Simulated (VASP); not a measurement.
Set up this calculation in VASP 6.6.1, as the native input.

```yaml
Task: single point
Functional: LDA
Potentials_or_basis: VASP PAW LDA potentials, release 64 (Mo_sv, Si)
Cutoff: 520 eV
k_mesh: 9 × 9 × 1
Occupations: gaussian, width 0.1 eV
Spin: no spin polarisation
Dipole_correction: yes
Further_INCAR_settings: ALGO = Normal; EDIFF = 1e-06; NBANDS = 46
```

The structure of SiMo5 lies in POSCAR:

```
SiMo5
1.0
    3.1113246204      0.0000000000      0.0000000000
    0.0000000000      3.1113246204      0.0000000000
    0.0000000000      0.0000000000     25.2226492409
Mo Si
5 1
Direct
    0.5000000000      0.5000000000      0.3369986998
    0.0000000000      0.0000000000      0.3986758970
    0.5000000000      0.5000000000      0.4588820971
    0.0000000000      0.0000000000      0.5222157907
    0.5000000000      0.5000000000      0.5803904627
    0.0000000000      0.5000000000      0.6577128469
```

The input as run:

INCAR

```
  PREC = Accurate
  ENCUT = 520
  EDIFF = 1E-6
  ISMEAR = 0
  SIGMA = 0.1
  LREAL = False
  LASPH = True
  NELM = 100
  ALGO = Normal
  ISIF = 2
  LWAVE = False
  LCHARG = False
  LDIPOL = True
  IDIPOL = 3
  DIPOL = 0.5 0.5 0.492
  NBANDS = 46
```

KPOINTS

```
regular mesh
0
Gamma
  9 9 1
```

Potentials or basis: VASP PAW LDA potentials, release 64 (Mo_sv, Si).

Run with:

```sh
$ cat potpaw_LDA.64/Mo_sv/POTCAR potpaw_LDA.64/Si/POTCAR > POTCAR
$ mpirun -np 1 vasp_std > vasp.out
```

Results of the run:

```yaml
Largest_force: 1.288 eV/Å
Band_gap_on_the_k_mesh: zero (bands 37 and 38 overlap by 1.17 eV)
```

Run time: 11 min on 1 thread of Intel Xeon 8259CL, on a shared host, peak memory 0.4 GiB.
